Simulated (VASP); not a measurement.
# Rb (Fm-3m) in VASP: notebook

Rb is run at these levels: PBE; tasks: single point.

Everything below comes from runs of VASP 6.6.1. Logs are shortened: lines on timing, memory, paths and dates and some standing lists are left out, and cuts for length are marked.

### Step 1. The cell of the first run

The structure is cubic, space group Fm-3m (No. 225). The conventional cell has a = 7.280 Å, b = 7.280 Å, c = 7.280 Å, α = 90.00°, β = 90.00°, γ = 90.00°.

This isn't the form of Rb at room conditions, which is bcc.

### Step 2. Single point, PBE

Input file INCAR:

```
PREC = Accurate
ENCUT = 500
EDIFF = 1E-6
ISMEAR = -5
SIGMA = 0.1
LREAL = False
LASPH = True
NELM = 120
ALGO = Normal
ISIF = 2
LWAVE = False
LCHARG = False
GGA = PE
NELECT = 8.5
NBANDS = 10
GGA_COMPAT = False
```

Input file KPOINTS:

```
Automatic mesh
0
Gamma
  4 4 4
```

Input file POSCAR:

```
Rb
1.0
    0.0000000000      3.6398846700      3.6398846700
    3.6398846700      0.0000000000      3.6398846700
    3.6398846700      3.6398846700      0.0000000000
Rb
1
Direct
    0.6570000000      0.3850000000      0.2930000000
```

Potentials or basis: VASP PAW PBE potentials, release 64 (Rb_sv).

The run is started by

```console
cat potpaw_PBE.64/Rb_sv/POTCAR > POTCAR
mpirun -np 1 vasp_std > vasp.out
```

OUTCAR:

```text
PREC = Accurate
   ENCUT = 500
   EDIFF = 1E-6
   ISMEAR = -5
   LREAL = False
   LASPH = True
   NELM = 120
   ISIF = 2
   GGA = PE
   NELECT = 8.5

 ion  position               nearest neighbor table
   1  0.657  0.385  0.293-

  LATTYP: Found a face centered cubic cell.
 ALAT       =     7.2797693400

  Lattice vectors:

 A1 = (   0.0000000000,   3.6398846700,   3.6398846700)
 A2 = (   3.6398846700,   0.0000000000,   3.6398846700)
 A3 = (   3.6398846700,   3.6398846700,   0.0000000000)

Analysis of symmetry for initial positions (statically):
=====================================================================
 Subroutine PRICEL returns:
 Original cell was already a primitive cell.

 Routine SETGRP: Setting up the symmetry group for a
 face centered cubic supercell.

 Subroutine GETGRP returns: Found 48 space group operations
 (whereof  1 operations were pure point group operations)
 out of a pool of 48 trial point group operations.

The static configuration has the point symmetry C_1 .
 The point group associated with its full space group is O_h .

Analysis of symmetry for dynamics (positions and initial velocities):
=====================================================================
 Subroutine PRICEL returns:
 Original cell was already a primitive cell.

 Routine SETGRP: Setting up the symmetry group for a
 face centered cubic supercell.

 Subroutine GETGRP returns: Found 48 space group operations
 (whereof  1 operations were pure point group operations)
 out of a pool of 48 trial point group operations.

The dynamic configuration has the point symmetry C_1 .
 The point group associated with its full space group is O_h .

 Subroutine INISYM returns: Found 48 space group operations
 (whereof  1 operations are pure point group operations),
 and found     1 'primitive' translations

----------------------------------------------------------------------------------------

                                     Primitive cell

  volume of cell :      96.4479

  direct lattice vectors                    reciprocal lattice vectors
     0.000000000  3.639884670  3.639884670    -0.137366990  0.137366990  0.137366990
     3.639884670  0.000000000  3.639884670     0.137366990 -0.137366990  0.137366990
     3.639884670  3.639884670  0.000000000     0.137366990  0.137366990 -0.137366990

  length of vectors
     5.147574266  5.147574266  5.147574266     0.237926605  0.237926605  0.237926605

  position of ions in fractional coordinates (direct lattice)
     0.657000000  0.385000000  0.293000000

  ion indices of the primitive-cell ions
   primitive index   ion index
[... 66 lines left out ...]
   POTIM  = 0.5000    time-step for ionic-motion
   TEBEG  =    0.0;   TEEND  =   0.0 temperature during run
   PSTRESS=    0.0 pullay stress
   NELECT =       8.5000    total number of electrons
   NUPDOWN=      -1.0000    fix difference up-down
   EMIN   =  10.00;   EMAX   =-10.00  energy-range for DOS
   EFERMI =   0.00;   METHOD = LEGACY
   ISMEAR =    -5;   SIGMA  =   0.10  broadening in eV -4-tet -1-fermi 0-gaus
   EFERMI_NEDOS =   21; number of points for ismear=-14 and -15
   IALGO  =     38    algorithm
   IMIX   =      4    mixing-type and parameters
     AMIX     =   0.40;   BMIX     =  1.00
     AMIX_MAG =   1.60;   BMIX_MAG =  1.00
  volume/ion in A,a.u.               =      96.45       650.86
  Fermi-wavevector in a.u.,A,eV,Ry     =   0.728535  1.376731  7.221465  0.530763
  Thomas-Fermi vector in A             =   1.820032
   LORBIT       =      0    0 simple, 1 ext, 2 COOP (PROOUT), +10 PAW based schemes
   GGA     = PE    functional components
   LHFCALC =     F    Hartree Fock is set to
   AEXX    =    0.0000 exact exchange contribution
   IVDW    =     0    specifies the selected vdW correction
   LEPSILON=     F    determine dielectric tensor
   LRPA    =     F    only Hartree local field effects (RPA)
 non-spin polarized calculation
 Fermi weights with tetrahedron method with Bloechl corrections
  energy-cutoff  :      500.00
  volume of cell :       96.45
 maximum number of plane-waves:      2468
 NGX is ok and might be reduce to    40
   NGX = 19   NGY = 19   NGZ = 19

 number of electron       8.5000000 magnetization

 Free energy of the ion-electron system (eV)
  ---------------------------------------------------
  ext. energy  EPLUGINS =         0.00000000
  ---------------------------------------------------
  free energy    TOTEN  =        -0.87894465 eV

  energy without entropy =       -0.87894465  energy(sigma->0) =       -0.87894465

 E-fermi :   0.0248     XC(G=0):  -4.7510

 val. band max:       -0.5434477822   @ k =   0.2500   0.2500   0.0000
 cond. band min:       0.2192916274   @ k =  -0.2500   0.2500   0.0000
 fundamental gap:      0.7627394096
 Fermi energy:         0.0247778430

 k-point     1 :       0.0000    0.0000    0.0000
  band No.  band energies     occupation
      1     -28.8441      2.00000
      2     -12.8955      2.00000
      3     -12.8955      2.00000
      4     -12.8955      2.00000
      5      -1.3888      2.00000
      6       3.8656      0.00000
      7       3.8656      0.00000
      8       3.8656      0.00000
      9       5.0458      0.00000
     10       5.0458      0.00000
[... 79 lines left out ...]
 k-point     8 :      -0.2500    0.5000    0.2500
  band No.  band energies     occupation
      1     -28.8406      2.00000
      2     -12.9426      2.00000
      3     -12.9426      2.00000
      4     -12.9226      2.00000
      5       1.6890      0.00000
      6       2.0120      0.00000
      7       2.0121      0.00000
      8       2.7652      0.00000
      9       5.5807      0.00000
     10       5.6494      0.00000

------------------------ aborting loop because EDIFF is reached ----------------------------------------

  FORCE on cell =-STRESS in cart. coord.  units (eV):
  Direction    XX          YY          ZZ          XY          YZ          ZX
  --------------------------------------------------------------------------------------
  -------------------------------------------------------------------------------------
  Total       -1.1010236     -1.1010236     -1.1010236     -0.0000000     -0.0000000      0.0000000
  in kB      -18.2900264    -18.2900264    -18.2900264     -0.0000000     -0.0000000      0.0000000
  external PRESSURE =     -18.2900264 kB  Pullay stress =       0.0000000 kB

 VOLUME and BASIS-vectors are now :
 -----------------------------------------------------------------------------
  energy-cutoff  :      500.00
  volume of cell :       96.45
      direct lattice vectors                 reciprocal lattice vectors
     0.000000000  3.639884670  3.639884670    -0.137366990  0.137366990  0.137366990
     3.639884670  0.000000000  3.639884670     0.137366990 -0.137366990  0.137366990
     3.639884670  3.639884670  0.000000000     0.137366990  0.137366990 -0.137366990

 POSITION                                       TOTAL-FORCE (eV/Angst)
 -----------------------------------------------------------------------------------
      2.46784      3.45789      3.79276        -0.000000      0.000000      0.000000
 -----------------------------------------------------------------------------------
    total drift:                                0.000000      0.000000      0.000000

  FREE ENERGIE OF THE ION-ELECTRON SYSTEM (eV)
  ---------------------------------------------------
  free  energy   TOTEN  =        -0.8789446488 eV

  energy  without entropy=       -0.8789446488  energy(sigma->0) =       -0.87894465
```

OSZICAR:

```text
N       E                     dE             d eps       ncg     rms          rms(c)
DAV:   1     0.417067034545E+02    0.41707E+02   -0.32475E+03   160   0.576E+02
DAV:   2     0.241183066937E+01   -0.39295E+02   -0.38894E+02   174   0.123E+02
DAV:   3    -0.598627445861E+00   -0.30105E+01   -0.30040E+01   256   0.354E+01
DAV:   4    -0.756651364259E+00   -0.15802E+00   -0.15809E+00   216   0.449E+00
DAV:   5    -0.757878575477E+00   -0.12272E-02   -0.12277E-02   224   0.396E-01    0.744E-01
DAV:   6    -0.877022741885E+00   -0.11914E+00   -0.52203E-02   192   0.940E-01    0.323E-01
DAV:   7    -0.878382080728E+00   -0.13593E-02   -0.22784E-03   196   0.304E-01    0.112E-01
DAV:   8    -0.878856004350E+00   -0.47392E-03   -0.51018E-04   186   0.155E-01    0.521E-02
DAV:   9    -0.878943694453E+00   -0.87690E-04   -0.15505E-04   178   0.779E-02    0.196E-02
DAV:  10    -0.878944648806E+00   -0.95435E-06   -0.44760E-06   204   0.137E-02
   1 F= -.87894465E+00 E0= -.87894465E+00  d E =0.000000E+00
```

stdout:

```text
POSCAR found type information on POSCAR Rb
 POSCAR found :  1 types and       1 ions
 scaLAPACK will be used
 LDA part: xc-table for (Slater+PW92), standard interpolation
 POSCAR, INCAR and KPOINTS ok, starting setup
 FFT: planning ... GRIDC
 FFT: planning ... GRID_SOFT
 FFT: planning ... GRID
 WAVECAR not read
 entering main loop
 the old and the new charge density differ
 old charge density:     9.00000 new    8.50000
    0.744E-01
 -----------------------------------------------------------------------------
|                                                                             |
|           W    W    AA    RRRRR   N    N  II  N    N   GGGG   !!!           |
|           W    W   A  A   R    R  NN   N  II  NN   N  G    G  !!!           |
|           W    W  A    A  R    R  N N  N  II  N N  N  G       !!!           |
|           W WW W  AAAAAA  RRRRR   N  N N  II  N  N N  G  GGG   !            |
|           WW  WW  A    A  R   R   N   NN  II  N   NN  G    G                |
|           W    W  A    A  R    R  N    N  II  N    N   GGGG   !!!           |
|                                                                             |
|     Tetrahedron method does not include variations of the Fermi             |
|     occupations, so forces and stress will be inaccurate. We suggest        |
|     using a different smearing scheme ISMEAR = 1 or 2 for metals in         |
|     relaxations.                                                            |
|                                                                             |
 -----------------------------------------------------------------------------
```

It took 3.9 s on 1 thread of Intel Xeon Platinum 8481C at 2.70GHz (Sapphire Rapids), shared host; peak memory 0.22 GiB.

What came out:

* Free energy: -0.8789 eV

Levels at points of the mesh, in eV from the Fermi level:
| k point | band 2 | band 3 | band 4 | band 5 | band 6 | band 7 |
| --- | --- | --- | --- | --- | --- | --- |
| (0.00, 0.00, 0.00) | -12.92 | -12.92 | -12.92 | -1.41 | 3.84 | 3.84 |
| (0.50, 0.00, 0.00) | -12.99 | -12.93 | -12.93 | 0.58 | 1.16 | 3.66 |
| (0.50, 0.50, 0.00) | -12.99 | -12.95 | -12.95 | 1.11 | 1.85 | 2.24 |

Caveat: the k points lie up to 0.37 Å⁻¹ apart; the cell carries a net charge on a neutralising background, which shifts energy and pressure; the cell is charged against a uniform background, so pressure and absolute levels hang on convention; tetrahedron occupations give inexact forces and stress in metals.

### Step 3. Single point, PBE

Input file INCAR:

```
SYSTEM = Rb
PREC = Accurate ; ENCUT = 500
EDIFF = 1E-6 ; ISMEAR = 0
SIGMA = 0.27 ; LREAL = .False.
LASPH = .True. ; NELM = 120
ALGO = Normal ; ISIF = 2
LWAVE = .False. ; LCHARG = .False.
GGA = PE ; NBANDS = 10
GGA_COMPAT = .False.
```

Input file KPOINTS:

```
Automatic mesh
0
Gamma
  4 4 4
  0 0 0
```

Edit POSCAR of step 2 so:

```diff
@@ -8,2 +8,2 @@
 Direct
-    0.6570000000      0.3850000000      0.2930000000
+    0.0000000000      0.0000000000      0.0000000000
```

Potentials or basis: VASP PAW PBE potentials, release 64 (Rb_sv).

The run is started by

```console
cat potpaw_PBE.64/Rb_sv/POTCAR > POTCAR
mpirun -np 1 vasp_std > vasp.out
```

Wall time 3.8 s (1 thread of Intel Xeon Platinum 8481C at 2.70GHz (Sapphire Rapids), shared host); peak memory 0.22 GiB.

Results (log left out):

| Item | Value |
| --- | --- |
| Free energy | -0.9174 eV |
| Pressure | -0.1 GPa |
| Band gap on the k mesh | zero (an odd number of electrons rules out a gap without spin polarisation) |

Levels at points of the mesh, in eV from the Fermi level:
| k point | band 1 | band 2 | band 3 | band 4 | band 5 | band 6 | band 7 | band 8 |
| --- | --- | --- | --- | --- | --- | --- | --- | --- |
| (0.00, 0.00, 0.00) | -28.97 | -13.02 | -13.02 | -13.02 | -1.94 | 3.50 | 3.50 | 3.50 |
| (0.50, 0.00, 0.00) | -28.97 | -13.10 | -13.03 | -13.03 | 0.10 | 0.58 | 3.30 | 3.30 |
| (0.50, 0.50, 0.00) | -28.97 | -13.09 | -13.05 | -13.05 | 0.61 | 1.29 | 1.79 | 4.26 |

Caveat: the k points lie up to 0.37 Å⁻¹ apart, too coarse for converged energies and pressures of a metal.

### Step 4. Single point, PBE

Input file INCAR:

```
PREC     = Accurate       # precision mode
ENCUT    = 500            # plane-wave cutoff, eV
EDIFF    = 1E-6           # SCF threshold, eV
ISMEAR   = 0              # smearing method
SIGMA    = 0.1            # smearing width, eV
LREAL    = False          # projectors in reciprocal space
LASPH    = True           # aspherical terms in the spheres
NELM     = 120            # most SCF steps
ALGO     = Normal         # electronic algorithm
ISIF     = 2              # what is computed and relaxed
LWAVE    = False          # write WAVECAR
LCHARG   = False          # write CHGCAR
GGA      = PE             # functional
NBANDS   = 10             # bands
GGA_COMPAT= False
```

Input file KPOINTS:

```
regular mesh
0
Gamma
  4 4 4
```

Edit POSCAR of step 3 so:

```diff
@@ -8,2 +8,2 @@
 Direct
-    0.0000000000      0.0000000000      0.0000000000
+    0.0013629178      0.0003767221     -0.0017490046
```

Potentials or basis: VASP PAW PBE potentials, release 64 (Rb_sv).

The run is started by

```console
cat potpaw_PBE.64/Rb_sv/POTCAR > POTCAR
mpirun -np 1 vasp_std > vasp.out
```

OUTCAR:

```text
PREC = Accurate
   ENCUT = 500
   EDIFF = 1E-6
   ISMEAR = 0
   LREAL = False
   LASPH = True
   NELM = 120
   ISIF = 2
   GGA = PE

 ion  position               nearest neighbor table
   1  0.001  0.000  0.998-

  LATTYP: Found a face centered cubic cell.
 ALAT       =     7.2797693400

  Lattice vectors:

 A1 = (   0.0000000000,   3.6398846700,   3.6398846700)
 A2 = (   3.6398846700,   0.0000000000,   3.6398846700)
 A3 = (   3.6398846700,   3.6398846700,   0.0000000000)

Analysis of symmetry for initial positions (statically):
=====================================================================
 Subroutine PRICEL returns:
 Original cell was already a primitive cell.

 Routine SETGRP: Setting up the symmetry group for a
 face centered cubic supercell.

 Subroutine GETGRP returns: Found 48 space group operations
 (whereof  1 operations were pure point group operations)
 out of a pool of 48 trial point group operations.

The static configuration has the point symmetry C_1 .
 The point group associated with its full space group is O_h .

Analysis of symmetry for dynamics (positions and initial velocities):
=====================================================================
 Subroutine PRICEL returns:
 Original cell was already a primitive cell.

 Routine SETGRP: Setting up the symmetry group for a
 face centered cubic supercell.

 Subroutine GETGRP returns: Found 48 space group operations
 (whereof  1 operations were pure point group operations)
 out of a pool of 48 trial point group operations.

The dynamic configuration has the point symmetry C_1 .
 The point group associated with its full space group is O_h .

 Subroutine INISYM returns: Found 48 space group operations
 (whereof  1 operations are pure point group operations),
 and found     1 'primitive' translations

[... 98 lines left out ...]
  Thomas-Fermi vector in A             =   1.837453
   LORBIT       =      0    0 simple, 1 ext, 2 COOP (PROOUT), +10 PAW based schemes
   GGA     = PE    functional components
   LHFCALC =     F    Hartree Fock is set to
   AEXX    =    0.0000 exact exchange contribution
   IVDW    =     0    specifies the selected vdW correction
   LEPSILON=     F    determine dielectric tensor
   LRPA    =     F    only Hartree local field effects (RPA)
 non-spin polarized calculation
 Gauss-broadening in eV      SIGMA  =   0.10
  energy-cutoff  :      500.00
  volume of cell :       96.45
 maximum number of plane-waves:      2468
 NGX is ok and might be reduce to    40
   NGX = 19   NGY = 19   NGZ = 19

 number of electron       9.0000000 magnetization

 Free energy of the ion-electron system (eV)
  ---------------------------------------------------
  ext. energy  EPLUGINS =         0.00000000
  ---------------------------------------------------
  free energy    TOTEN  =        -0.88968734 eV

  energy without entropy =       -0.87526752  energy(sigma->0) =       -0.88247743

 E-fermi :   0.0282     XC(G=0):  -5.3253

 val. band max:        0.0278116714   @ k =   0.5000   0.0000   0.0000
 cond. band min:       0.1096917006   @ k =   0.5000   0.2500   0.0000
 fundamental gap:      0.0818800291
 Fermi energy:         0.0282182514

 k-point     1 :       0.0000    0.0000    0.0000
  band No.  band energies     occupation
      1     -29.0361      2.00000
      2     -13.0848      2.00000
      3     -13.0848      2.00000
      4     -13.0848      2.00000
      5      -2.0089      2.00000
      6       3.4285      0.00000
      7       3.4285      0.00000
      8       3.4285      0.00000
      9       4.7105      0.00000
     10       4.7105      0.00000
[... 79 lines left out ...]
 k-point     8 :      -0.2500    0.5000    0.2500
  band No.  band energies     occupation
      1     -29.0324      2.00000
      2     -13.1351      2.00000
      3     -13.1351      2.00000
      4     -13.1136      2.00000
      5       1.0735      0.00000
      6       1.3965      0.00000
      7       1.3965      0.00000
      8       2.2554      0.00000
      9       5.2027      0.00000
     10       5.2085      0.00000

------------------------ aborting loop because EDIFF is reached ----------------------------------------

  FORCE on cell =-STRESS in cart. coord.  units (eV):
  Direction    XX          YY          ZZ          XY          YZ          ZX
  --------------------------------------------------------------------------------------
  -------------------------------------------------------------------------------------
  Total       -0.0575304     -0.0575304     -0.0575304      0.0000000      0.0000000     -0.0000000
  in kB       -0.9556859     -0.9556859     -0.9556859      0.0000000      0.0000000     -0.0000000
  external PRESSURE =      -0.9556859 kB  Pullay stress =       0.0000000 kB

 VOLUME and BASIS-vectors are now :
 -----------------------------------------------------------------------------
  energy-cutoff  :      500.00
  volume of cell :       96.45
      direct lattice vectors                 reciprocal lattice vectors
     0.000000000  3.639884670  3.639884670    -0.137366990  0.137366990  0.137366990
     3.639884670  0.000000000  3.639884670     0.137366990 -0.137366990  0.137366990
     3.639884670  3.639884670  0.000000000     0.137366990  0.137366990 -0.137366990

 POSITION                                       TOTAL-FORCE (eV/Angst)
 -----------------------------------------------------------------------------------
      3.63489      3.63848      0.00633        -0.000000     -0.000000     -0.000000
 -----------------------------------------------------------------------------------
    total drift:                                0.000000     -0.000000     -0.000000

  FREE ENERGIE OF THE ION-ELECTRON SYSTEM (eV)
  ---------------------------------------------------
  free  energy   TOTEN  =        -0.8896873353 eV

  energy  without entropy=       -0.8752675188  energy(sigma->0) =       -0.88247743
```

stdout:

```text
POSCAR found type information on POSCAR Rb
 POSCAR found :  1 types and       1 ions
 scaLAPACK will be used
 LDA part: xc-table for (Slater+PW92), standard interpolation
 POSCAR, INCAR and KPOINTS ok, starting setup
 FFT: planning ... GRIDC
 FFT: planning ... GRID_SOFT
 FFT: planning ... GRID
 WAVECAR not read
 entering main loop
```

Run time: 3.9 s. Hardware: 1 thread of Intel Xeon Platinum 8481C at 2.70GHz (Sapphire Rapids), shared host; peak memory 0.22 GiB.

What came out:

```
Free energy            : -0.8897 eV
Pressure               : -0.1 GPa
Band gap on the k mesh : zero (an odd number of electrons rules out a gap without spin polarisation)
```

Caveat: the k points lie up to 0.37 Å⁻¹ apart, too coarse for converged energies and pressures of a metal.
